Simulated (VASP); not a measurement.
Input of a VASP 6.6.1 run:

File INCAR:

```
SYSTEM = In3Ga6BP10
PREC = Accurate
ENCUT = 520
EDIFF = 1E-6
ISMEAR = 0
SIGMA = 0.1
LREAL = Auto
LASPH = .TRUE.
NELM = 80
ALGO = Normal
ISIF = 2
LWAVE = .FALSE.
LCHARG = .FALSE.
GGA = PE
ISYM = 0
NBANDS = 101
```

The input KPOINTS:

```
regular mesh
0
G
  3 3 2
  0 0 0
```

Contents of POSCAR:

```
In3Ga6BP10
1.0
    2.7768621989      2.7778297824      5.5030630691
   -2.7923333081     -2.7888572562      5.5164212641
    8.3377893804     -5.5573245120      2.7487403423
B P Ga In
1 10 6 3
Direct
    0.2992580133      0.4980448536      0.3965014280
    0.5858424916      0.8649870230      0.6020747224
    0.4762883919      0.3963059678      0.8041724594
    0.9868276674      0.8684535721      0.8071180036
    0.3560508214      0.8726959243      0.0201628615
    0.7718766902      0.8684252592      0.1870035508
    0.6264474699      0.4017350468      0.3980671599
    0.2027143117      0.8164926700      0.3908092564
    0.0964002588      0.4017571998      0.5704902906
    0.8828637269      0.3732974068      0.9967088682
    0.2698550379      0.3781451569      0.2297164478
    0.1088168992      0.5014999909      0.7906760595
    0.9989960182      0.0013972754      0.0019215195
    0.3951230547      0.9959872534      0.2109597405
    0.7024561877      0.5035921684      0.5918482895
    0.4942070907      0.5004473338      0.0162599868
    0.8955709236      0.5004597923      0.2034608265
    0.2033084666      0.0020697557      0.5901375822
    0.5938818162      0.0034504424      0.8129448323
    0.8064388899      0.0022879044      0.3919502053
```

Potentials or basis: VASP PAW PBE potentials, release 64 (B, P, Ga_d, In_d).

Launch:

```sh
$ cat potpaw_PBE.64/B/POTCAR potpaw_PBE.64/P/POTCAR potpaw_PBE.64/Ga_d/POTCAR potpaw_PBE.64/In_d/POTCAR > POTCAR
$ mpirun -np 1 vasp_std > vasp.out
```

Problem. Estimate the pressure.

Solution. 0.0 GPa.

Problem. Estimate the largest force.

Solution. 0.020 eV/Å.

Forces in eV/Å, atoms in the order of the input:
```
B    0.004 -0.001 -0.002
P   -0.002 -0.001  0.001
P    0.001  0.000 -0.004
P   -0.004 -0.002  0.000
P   -0.003  0.000  0.005
P   -0.001 -0.002  0.005
P   -0.004 -0.002 -0.009
P    0.002  0.001 -0.003
P   -0.005  0.007  0.002
P    0.004 -0.001 -0.001
P    0.002 -0.005  0.002
Ga  -0.004 -0.001  0.004
Ga  -0.001  0.002 -0.002
Ga   0.000  0.004 -0.002
Ga  -0.004 -0.005  0.006
Ga  -0.004  0.000  0.000
Ga  -0.005 -0.001  0.003
In   0.009  0.006 -0.002
In  -0.004  0.003  0.004
In   0.019 -0.004 -0.007
```
